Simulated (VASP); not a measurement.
# CuO (C2/c) in VASP: a series of runs

Runs on CuO. Level: RPBE+D3(BJ). Tasks: single point.

All numbers are computed with VASP 6.6.1; they aren't measurements. Logs are shortened: lines on timing, memory, paths and dates and some standing lists are left out, and cuts for length are marked.

### Step 1. The cell of the first run

It takes space group C2/c (No. 15, monoclinic). The conventional cell has a = 4.588 Å, b = 3.353 Å, c = 5.024 Å, α = 90.00°, β = 99.54°, γ = 90.00°. Cu (site symmetry -1) has 4 O at 1.91 to 1.92 Å within 2.5 Å. Within 2.6 Å of O (site symmetry 2) lie 4 Cu at 1.91 to 1.92 Å and 2 O at 2.57 Å.

### Step 2. Single point, RPBE+D3(BJ)

The input, INCAR:

```
SYSTEM = CuO
ALGO     = Normal         ! electronic algorithm
EDIFF    = 1E-7           ! SCF threshold, eV
ENCUT    = 520            ! plane-wave cutoff, eV
GGA      = RP             ! functional
ISIF     = 2              ! what is computed and relaxed
ISMEAR   = -1             ! smearing method
IVDW     = 12             ! dispersion correction
LASPH    = .TRUE.         ! aspherical terms in the spheres
LCHARG   = .TRUE.         ! write CHGCAR
LELF     = .TRUE.         ! ELF
LREAL    = .FALSE.        ! projectors in reciprocal space
LVHAR    = .TRUE.       
LWAVE    = .FALSE.        ! write WAVECAR
NBANDS   = 25             ! bands
NELM     = 100            ! most SCF steps
PREC     = Accurate       ! precision mode
SIGMA    = 0.05           ! smearing width, eV
```

The input, KPOINTS:

```
k-points
0
G
  10 10 5
  0 0 0
```

The input, POSCAR:

```
CuO
1.0
    2.2940437287     -1.6763657078      0.0000000000
    2.2940437287      1.6763657078      0.0000000000
   -0.8326750593      0.0000000000      4.9546185987
Cu O
2 2
Direct
    0.5000000000      0.0000000000      0.5000000000
    0.0000000000      0.5000000000      0.0000000000
    0.4184000000      0.5816000000      0.7500000000
    0.5816000000      0.4184000000      0.2500000000
```

Potentials or basis: VASP PAW PBE potentials, release 64 (Cu, O).

On the command line:

```bash
cat potpaw_PBE.64/Cu/POTCAR potpaw_PBE.64/O/POTCAR > POTCAR
mpirun -np 1 vasp_std > vasp.out
```

OUTCAR:

```text
SYSTEM = CuO
   EDIFF = 1E-7
   ENCUT = 520
   GGA = RP
   ISIF = 2
   ISMEAR = -1
   IVDW = 12
   LASPH = .TRUE.
   LREAL = .FALSE.
   NELM = 100
   PREC = Accurate
 IVDW          = 12

 ion  position               nearest neighbor table
   1  0.500  0.000  0.500-   3 1.91   4 1.91   4 1.92   3 1.92
   2  0.000  0.500  0.000-   4 1.91   3 1.91   4 1.92   3 1.92
   3  0.418  0.582  0.750-   2 1.91   1 1.91   2 1.92   1 1.92
   4  0.582  0.418  0.250-   1 1.91   2 1.91   2 1.92   1 1.92

  LATTYP: Found a base centered monoclinic cell.
 ALAT       =     4.5880874574
 B/A-ratio  =     0.7307470589
 C/A-ratio  =     1.0950317057
 COS(beta)  =    -0.1657361228

  Lattice vectors:

 A1 = (   2.2940437287,  -1.6763657078,   0.0000000000)
 A2 = (   2.2940437287,   1.6763657078,   0.0000000000)
 A3 = (  -0.8326750593,   0.0000000000,   4.9546185987)

Analysis of symmetry for initial positions (statically):
=====================================================================
 Subroutine PRICEL returns:
 Original cell was already a primitive cell.

 Routine SETGRP: Setting up the symmetry group for a
 base centered monoclinic supercell.

 Subroutine GETGRP returns: Found  4 space group operations
 (whereof  2 operations were pure point group operations)
 out of a pool of  4 trial point group operations.

The static configuration has the point symmetry S_2 .
 The point group associated with its full space group is C_2h.

Analysis of symmetry for dynamics (positions and initial velocities):
=====================================================================
 Subroutine PRICEL returns:
 Original cell was already a primitive cell.

 Routine SETGRP: Setting up the symmetry group for a
 base centered monoclinic supercell.

 Subroutine GETGRP returns: Found  4 space group operations
 (whereof  2 operations were pure point group operations)
 out of a pool of  4 trial point group operations.

The dynamic configuration has the point symmetry S_2 .
 The point group associated with its full space group is C_2h.

 Subroutine INISYM returns: Found  4 space group operations
 (whereof  2 operations are pure point group operations),
 and found     1 'primitive' translations

----------------------------------------------------------------------------------------

                                     Primitive cell

  volume of cell :      38.1075

  direct lattice vectors                    reciprocal lattice vectors
     2.294043729 -1.676365708  0.000000000     0.217955741 -0.298264274  0.036629723
     2.294043729  1.676365708  0.000000000     0.217955741  0.298264274  0.036629723
    -0.832675059  0.000000000  4.954618599     0.000000000  0.000000000  0.201831883

  length of vectors
     2.841274118  2.841274118  5.024101234     0.371225024  0.371225024  0.201831883

  position of ions in fractional coordinates (direct lattice)
     0.500000000  0.000000000  0.500000000
     0.000000000  0.500000000  0.000000000
     0.418400000  0.581600000  0.750000000
     0.581600000  0.418400000  0.250000000

  ion indices of the primitive-cell ions
   primitive index   ion index
                 1           1
                 2           2
                 3           3
                 4           4

----------------------------------------------------------------------------------------

 KPOINTS: k-points

Automatic generation of k-mesh.
 Grid dimensions read from file:
 generate k-points for:   10   10    5

 Generating k-lattice:

  Cartesian coordinates                     Fractional coordinates (reciprocal lattice)
     0.021795574 -0.029826427  0.003662972     0.100000000  0.000000000  0.000000000
     0.021795574  0.029826427  0.003662972     0.000000000  0.100000000  0.000000000
     0.000000000  0.000000000  0.040366377     0.000000000  0.000000000  0.200000000

  Length of vectors
     0.037122502  0.037122502  0.040366377

  Shift w.r.t. Gamma in fractional coordinates (k-lattice)
     0.000000000  0.000000000  0.000000000

 Subroutine IBZKPT returns following result:
 ===========================================

 Found    141 irreducible k-points:

 Following reciprocal coordinates:
            Coordinates               Weight
  0.000000  0.000000  0.000000      1.000000
  0.100000  0.000000 -0.000000      4.000000
  0.200000  0.000000 -0.000000      4.000000
  0.300000  0.000000 -0.000000      4.000000
  0.400000  0.000000  0.000000      4.000000
  0.500000 -0.000000 -0.000000      2.000000
[... 16 lines left out ...]
  0.300000  0.300000 -0.000000      2.000000
  0.400000  0.300000  0.000000      4.000000
 [... further k-points ...]
   k-points           NKPTS =    141   k-points in BZ     NKDIM =    141   number of bands    NBANDS=     25
   number of dos      NEDOS =    301   number of ions     NIONS =      4
   total plane-waves  NPLWV =  23040
   dimension x,y,z NGX =    24 NGY =   24 NGZ =   40
   dimension x,y,z NGXF=    48 NGYF=   48 NGZF=   80
   ions per type =               2   2
   NGX,Y,Z   is equivalent  to a cutoff of  14.04, 14.04, 13.24 a.u.
   NGXF,Y,Z  is equivalent  to a cutoff of  28.09, 28.09, 26.47 a.u.
 SYSTEM =  CuO
   PREC   = accura    normal or accurate (medium, high low for compatibility)
   ISTART =      0    job   : 0-new  1-cont  2-samecut
   ICHARG =      2    charge: 1-file 2-atom 10-const
   ISPIN  =      1    spin polarized calculation?
   LNONCOLLINEAR =      F non collinear calculations
   LSORBIT =      F    spin-orbit coupling
   LASPH  =      T    aspherical Exc in radial PAW
   ENCUT  =  520.0 eV  38.22 Ry    6.18 a.u.   5.28  5.28  9.34*2*pi/ulx,y,z
   NELM   =    100;   NELMIN=  2; NELMDL= -5     # of ELM steps
   EDIFF  = 0.1E-06   stopping-criterion for ELM
   LREAL  =      F    real-space projection
   EDIFFG = 0.1E-05   stopping-criterion for IOM
   NSW    =      0    number of steps for IOM
   IBRION =     -1    ionic relax: 0-MD 1-quasi-New 2-CG
   NFREE  =      0    steps in history (QN), initial steepest desc. (CG)
   ISIF   =      2    stress and relaxation
   ISYM   =      2    0-nonsym 1-usesym 2-fastsym
   POTIM  = 0.5000    time-step for ionic-motion
   TEBEG  =    0.0;   TEEND  =   0.0 temperature during run
   PSTRESS=    0.0 pullay stress
   NELECT =      34.0000    total number of electrons
   NUPDOWN=      -1.0000    fix difference up-down
   EMIN   =  10.00;   EMAX   =-10.00  energy-range for DOS
   EFERMI =   0.00;   METHOD = LEGACY
   ISMEAR =    -1;   SIGMA  =   0.05  broadening in eV -4-tet -1-fermi 0-gaus
   EFERMI_NEDOS =   21; number of points for ismear=-14 and -15
   IALGO  =     38    algorithm
   IMIX   =      4    mixing-type and parameters
     AMIX     =   0.40;   BMIX     =  1.00
     AMIX_MAG =   1.60;   BMIX_MAG =  1.00
  volume/ion in A,a.u.               =       9.53        64.29
  Fermi-wavevector in a.u.,A,eV,Ry     =   1.576029  2.978263 33.795074  2.483868
  Thomas-Fermi vector in A             =   2.676924
   LORBIT       =      0    0 simple, 1 ext, 2 COOP (PROOUT), +10 PAW based schemes
   GGA     = RP    functional components
   LHFCALC =     F    Hartree Fock is set to
   AEXX    =    0.0000 exact exchange contribution
   IVDW    =    12    specifies the selected vdW correction
   LEPSILON=     F    determine dielectric tensor
   LRPA    =     F    only Hartree local field effects (RPA)
 non-spin polarized calculation
  energy-cutoff  :      520.00
  volume of cell :       38.11
 maximum number of plane-waves:      1039
 NGX is ok and might be reduce to    24
   NGX = 11   NGY = 11   NGZ = 19

 number of electron      33.9999992 magnetization

 Free energy of the ion-electron system (eV)
  ---------------------------------------------------
  ext. energy  EPLUGINS =         0.00000000
  ---------------------------------------------------
  free energy    TOTEN  =       -17.45547446 eV

  energy without entropy =      -17.43701987  energy(sigma->0) =      -17.44624717

 E-fermi :   6.7773     XC(G=0): -12.0723

 val. band max:        6.7558250243   @ k =   0.4000   0.0000   0.0000
 cond. band min:       6.7804447866   @ k =  -0.4000   0.2000   0.4000
 fundamental gap:      0.0246197623
 Fermi energy:         6.7773277073

 k-point     1 :       0.0000    0.0000    0.0000
  band No.  band energies     occupation
      1     -13.8713      2.00000
      2     -12.3872      2.00000
      3      -2.0143      2.00000
      4       0.7282      2.00000
      5       1.1404      2.00000
      6       3.1413      2.00000
[... 17 lines left out ...]
     24      23.4945      0.00000
     25      23.8466      0.00000

 k-point     2 :       0.1000    0.0000   -0.0000
  band No.  band energies     occupation
      1     -13.7962      2.00000
      2     -12.3643      2.00000
      3      -1.8980      2.00000
      4       0.7097      2.00000
      5       1.1091      2.00000
      6       2.3064      2.00000
[... 17 lines left out ...]
     24      23.1661      0.00000
     25      24.2655      0.00000

 k-point     3 :       0.2000    0.0000   -0.0000
  band No.  band energies     occupation
      1     -13.5917      2.00000
      2     -12.3036      2.00000
      3      -1.5866      2.00000
      4       0.6378      2.00000
      5       0.9648      2.00000
      6       1.2348      2.00000
[... 17 lines left out ...]
     24      22.2574      0.00000
     25      23.7967      0.00000

 k-point     4 :       0.3000    0.0000   -0.0000
  band No.  band energies     occupation
      1     -13.3209      2.00000
      2     -12.2269      2.00000
      3      -1.1927      2.00000
      4      -0.0102      2.00000
      5       0.5497      2.00000
      6       1.1198      2.00000
[... 17 lines left out ...]
     24      21.1449      0.00000
     25      23.3611      0.00000

 k-point     5 :       0.4000    0.0000    0.0000
  band No.  band energies     occupation
      1     -13.0841      2.00000
      2     -12.1647      2.00000
      3      -0.8931      2.00000
      4      -0.7562      2.00000
      5       0.5064      2.00000
      6       1.1415      2.00000
[... 17 lines left out ...]
     24      20.2995      0.00000
     25      22.9897      0.00000

 k-point     6 :       0.5000   -0.0000   -0.0000
  band No.  band energies     occupation
      1     -12.9885      2.00000
      2     -12.1410      2.00000
      3      -1.0590      2.00000
      4      -0.7517      2.00000
      5       0.5061      2.00000
      6       1.1553      2.00000
[... 17 lines left out ...]
     24      20.0165      0.00000
     25      22.8365      0.00000
[... 393 lines left out ...]
 k-point    21 :      -0.3000    0.2000    0.0000
  band No.  band energies     occupation
      1     -13.0133      2.00000
      2     -12.1385      2.00000
      3      -0.7351      2.00000
      4      -0.1383      2.00000
      5       0.4897      2.00000
      6       0.8657      2.00000
[... 17 lines left out ...]
     24      20.4893      0.00000
     25      21.0709      0.00000

 k-point    22 :      -0.2000    0.2000    0.0000
  band No.  band energies     occupation
      1     -13.2585      2.00000
      2     -12.1979      2.00000
      3      -1.0909      2.00000
      4       0.4932      2.00000
      5       0.5311      2.00000
      6       0.8575      2.00000
[... 17 lines left out ...]
     24      21.0395      0.00000
     25      21.4006      0.00000

 k-point    23 :       0.3000    0.3000   -0.0000
  band No.  band energies     occupation
      1     -12.9847      2.00000
      2     -12.1809      2.00000
      3      -0.5887      2.00000
      4      -0.0625      2.00000
      5       0.9596      2.00000
      6       0.9801      2.00000
[... 17 lines left out ...]
     24      21.8767      0.00000
     25      22.1324      0.00000

 k-point    24 :       0.4000    0.3000    0.0000
  band No.  band energies     occupation
      1     -12.7723      2.00000
      2     -12.1315      2.00000
      3      -0.5975      2.00000
      4      -0.2817      2.00000
      5       0.7241      2.00000
      6       0.9631      2.00000
[... 17 lines left out ...]
     24      20.6817      0.00000
     25      21.6264      0.00000

 [... further k-points ...]

------------------------ aborting loop because EDIFF is reached ----------------------------------------

 Edisp (eV)   -5.00493

 E8    (eV) :    -2.9284

  FORCE on cell =-STRESS in cart. coord.  units (eV):
  Direction    XX          YY          ZZ          XY          YZ          ZX
  --------------------------------------------------------------------------------------
  -------------------------------------------------------------------------------------
  Total       0.46658    -0.93591     0.56375     0.00000     0.00000    -0.95624
  in kB      19.61683   -39.34889    23.70226     0.00000     0.00000   -40.20374
  external pressure =        1.32 kB  Pullay stress =        0.00 kB

 VOLUME and BASIS-vectors are now :
 -----------------------------------------------------------------------------
  energy-cutoff  :      520.00
  volume of cell :       38.11
      direct lattice vectors                 reciprocal lattice vectors
     2.294043729 -1.676365708  0.000000000     0.217955741 -0.298264274  0.036629723
     2.294043729  1.676365708  0.000000000     0.217955741  0.298264274  0.036629723
    -0.832675059  0.000000000  4.954618599     0.000000000  0.000000000  0.201831883

 POSITION                                       TOTAL-FORCE (eV/Angst)
 -----------------------------------------------------------------------------------
      0.73068     -0.83818      2.47731         0.000000     -0.000000     -0.000000
      1.14702      0.83818      0.00000         0.000000      0.000000     -0.000000
      1.66954      0.27358      3.71596        -0.000000      0.129818     -0.000000
      2.08587     -0.27358      1.23865        -0.000000     -0.129818      0.000000
 -----------------------------------------------------------------------------------
    total drift:                                0.000000     -0.000000     -0.000000

  FREE ENERGIE OF THE ION-ELECTRON SYSTEM (eV)
  ---------------------------------------------------
  free  energy   TOTEN  =       -22.4604035033 eV

  energy  without entropy=      -22.4419489072  energy(sigma->0) =      -22.45117621
```

Run time: 5.6 min. Hardware: 1 thread of Intel Xeon 8259CL, shared host; peak memory 0.22 GiB.

What came out:

```yaml
Free_energy: -22.4604 eV
Pressure: 0.1 GPa
Largest_force: 0.130 eV/Å
Band_gap_on_the_k_mesh: zero (bands 17 and 18 overlap by 0.60 eV)
Dispersion_energy_per_atom: -1.251 eV
```

Forces in eV/Å, atoms in the order of the input:
```
Cu   0.000  0.000  0.000
Cu   0.000  0.000  0.000
O    0.000  0.130  0.000
O    0.000 -0.130  0.000
```

Stress tensor (GPa, compression positive):
```
 1.96  0.00 -4.02
 0.00 -3.93  0.00
-4.02  0.00  2.37
```

Levels at points of the mesh, in eV from the Fermi level:
| k point | band 14 | band 15 | band 16 | band 17 | band 18 | band 19 | band 20 | band 21 |
| --- | --- | --- | --- | --- | --- | --- | --- | --- |
| (0.00, 0.00, 0.00) | -2.44 | -2.37 | -1.81 | 0.21 | 1.00 | 1.98 | 6.16 | 8.61 |
| (0.50, 0.00, 0.00) | -1.77 | -1.68 | -1.55 | 0.01 | 0.25 | 4.92 | 6.65 | 7.31 |
| (0.50, 0.50, 0.00) | -2.33 | -1.73 | -1.34 | -0.72 | 1.14 | 3.24 | 7.44 | 8.69 |

Caveat: the stress differs along the axes, from -4 to 2 GPa; the dispersion term is far too large for a dense solid, which distorts pressure and volume; the PAW data sets were made with another functional, which shifts forces and pressure a little; semilocal functionals often make such compounds metallic where correlation or magnetic order opens a gap, which also shifts bond lengths. With open d or f shells a metallic result of RPBE can be an artefact of self-interaction; +U or a hybrid may open a gap.

### Step 3. Single point, RPBE+D3(BJ)

This run uses another cell than the first one, of 9.73 Å³/atom.

The input, INCAR:

```
SYSTEM = CuO
PREC = Accurate
ENCUT = 520
EDIFF = 1E-6
ISMEAR = -1
SIGMA = 0.05
LREAL = .FALSE.
LASPH = .TRUE.
NELM = 100
ALGO = Normal
ISIF = 2
LWAVE = .FALSE.
LCHARG = .FALSE.
GGA = RP
IVDW = 12
NBANDS = 25
```

The input, KPOINTS:

```
Automatic mesh
0
G
  10 10 5
  0 0 0
```

The input, POSCAR:

```
CuO
1.0
    2.3101994985     -1.6881714891      0.0000000000
    2.3101994985      1.6881714891      0.0000000000
   -0.8385391614      0.0000000000      4.9895114286
Cu O
2 2
Direct
    0.5000000000      0.0000000000      0.5000000000
    0.0000000000      0.5000000000      0.0000000000
    0.4184000000      0.5816000000      0.7500000000
    0.5816000000      0.4184000000      0.2500000000
```

Potentials or basis: VASP PAW PBE potentials, release 64 (Cu, O).

On the command line:

```bash
cat potpaw_PBE.64/Cu/POTCAR potpaw_PBE.64/O/POTCAR > POTCAR
mpirun -np 1 vasp_std > vasp.out
```

Wall time 4.9 min (1 thread of Intel Xeon 8259CL, shared host); peak memory 0.23 GiB.

It converged, with:

```yaml
Free_energy: -22.4515 eV
Pressure: -4.0 GPa
Largest_force: 0.050 eV/Å
Band_gap_on_the_k_mesh: zero (bands 17 and 18 overlap by 0.60 eV)
Dispersion_energy_per_atom: -1.219 eV
```

Forces in eV/Å, atoms in the order of the input:
```
Cu   0.000  0.000  0.000
Cu   0.000  0.000  0.000
O    0.000  0.050  0.000
O    0.000 -0.050  0.000
```

Stress tensor (GPa, compression positive):
```
-2.48  0.00 -3.35
 0.00 -6.88  0.00
-3.35  0.00 -2.63
```

Levels at points of the mesh, in eV from the Fermi level:
```
           k point  band 13  band 14  band 15  band 16  band 17  band 18  band 19  band 20  band 21  band 22
(0.00, 0.00, 0.00)    -2.54    -2.37    -2.30    -1.76     0.21     0.98     1.90     6.14     8.48    13.65
(0.50, 0.00, 0.00)    -2.18    -1.72    -1.62    -1.51     0.01     0.25     4.94     6.56     7.21    11.44
(0.50, 0.50, 0.00)    -2.28    -2.26    -1.71    -1.30    -0.70     1.11     3.30     7.36     8.66    10.46
```

Caveat: the cell stands under tension; the dispersion term is far too large for a dense solid, which distorts pressure and volume; the PAW data sets were made with another functional, which shifts forces and pressure a little; semilocal functionals often make such compounds metallic where correlation or magnetic order opens a gap, which also shifts bond lengths.

(Continued in part 2 of 2.)

The gap in the log of VASP goes by the Fermi energy; the results here count the filled bands.